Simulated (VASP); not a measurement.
Here is a VASP 6.6.1 calculation.

The input INCAR:

```
SYSTEM = Te2Mo
PREC = Accurate
ENCUT = 520
EDIFF = 1E-7
ISMEAR = 0
SIGMA = 0.05
LREAL = .FALSE.
LASPH = .TRUE.
NELM = 100
ALGO = Normal
ISIF = 2
LWAVE = .FALSE.
LCHARG = .FALSE.
LDIPOL = .TRUE.
IDIPOL = 3
DIPOL = 0.5 0.5 0.402
GGA = PE
IVDW = 12
NBANDS = 35
```

Contents of KPOINTS:

```
regular mesh
0
G
  9 9 1
  0 0 0
```

File POSCAR:

```
Te2Mo
1.0
    3.5038817003      0.0000000000      0.0000000000
   -1.7519408501      3.0344505643      0.0000000000
    0.0000000000      0.0000000000     24.7677199090
Te Mo
4 2
Direct
    0.3333333333      0.6666666667      0.1816881011
    0.3333333333      0.6666666667      0.3284056823
    1.0000000000      1.0000000000      0.4749674172
    1.0000000000      1.0000000000      0.6216849983
    0.6666666667      0.3333333333      0.2550468917
    0.6666666667      1.3333333333      0.5483262077
```

Potentials or basis: VASP PAW PBE potentials, release 64 (Te, Mo_sv).

The run is started by

```sh
$ cat potpaw_PBE.64/Te/POTCAR potpaw_PBE.64/Mo_sv/POTCAR > POTCAR
$ mpirun -np 1 vasp_std > vasp.out
```

(1) Predict the largest force.

(2) Predict the dispersion energy per atom.

Results:

(1) 0.057 eV/Å.

(2) -0.460 eV.

Caveat: the cell differs from its parent crystal (layers slid over each other).
